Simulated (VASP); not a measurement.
## Pt: single point with LDA

The system is Pt.

```
CELL_PARAMETERS angstrom
2.70829 0.00000 0.00000
-1.35415 2.34545 0.00000
0.00000 0.00000 9.35302
ATOMIC_POSITIONS crystal
Pt 0.66004 0.37767 0.37500
Pt 0.66004 0.37767 0.87500
Pt 0.33996 0.62233 0.12500
Pt 0.33996 0.62233 0.62500
```

This cell differs from its parent crystal: atoms displaced along several vibrational modes.

| Property | Result |
| --- | --- |
| Program | VASP 6.6.1 |
| Task | single point |
| Functional | LDA |
| Potentials or basis | VASP PAW LDA potentials, release 64 (Pt) |
| Cutoff | 520 eV |
| k mesh | 18 × 18 × 6 |
| Occupations | gaussian, width 0.15 eV |
| Spin | no spin polarisation |

The pressure is 1.9 GPa, the largest force is 0.219 eV/Å and the band gap on the k mesh is zero (bands 20 and 21 overlap by 1.47 eV).

Forces in eV/Å, atoms in the order of the input:
```
Pt   0.217  0.030  0.000
Pt   0.217  0.030  0.000
Pt  -0.217 -0.030  0.000
Pt  -0.217 -0.030  0.000
```

Stress tensor (GPa, compression positive):
```
 1.68 -1.33  0.00
-1.33  0.67  0.00
 0.00  0.00  3.36
```

Levels at points of the mesh, in eV from the Fermi level:
| k point | band 18 | band 19 | band 20 | band 21 | band 22 | band 23 |
| --- | --- | --- | --- | --- | --- | --- |
| (0.00, 0.00, 0.00) | -1.07 | -1.07 | -0.96 | -0.84 | -0.76 | -0.76 |
| (0.50, 0.00, 0.00) | 0.44 | 0.44 | 0.50 | 1.80 | 1.80 | 2.30 |
| (0.00, 0.50, 0.00) | 0.43 | 0.45 | 0.45 | 1.86 | 2.32 | 2.32 |
| (0.50, 0.50, 0.00) | 0.43 | 0.43 | 0.63 | 0.96 | 0.96 | 2.95 |
| (0.00, 0.00, 0.50) | -2.00 | -1.12 | -1.12 | -0.74 | -0.74 | -0.19 |
| (0.50, 0.00, 0.50) | 0.38 | 0.49 | 0.49 | 1.28 | 1.28 | 3.48 |
| (0.00, 0.50, 0.50) | 0.43 | 0.45 | 0.45 | 0.74 | 0.74 | 3.89 |
| (0.50, 0.50, 0.50) | 0.29 | 0.57 | 0.57 | 2.07 | 2.07 | 2.81 |

Run time: 18 min on 1 thread of Intel(R) Xeon(R) Platinum 8259CL CPU @ 2.50GHz (Skylake/Cascade Lake), with other jobs on the host, peak memory 0.79 GiB.

Caveat: the cell differs from its parent crystal (atoms displaced along several vibrational modes); spin-orbit coupling is left out, which moves the levels of the heavy elements.
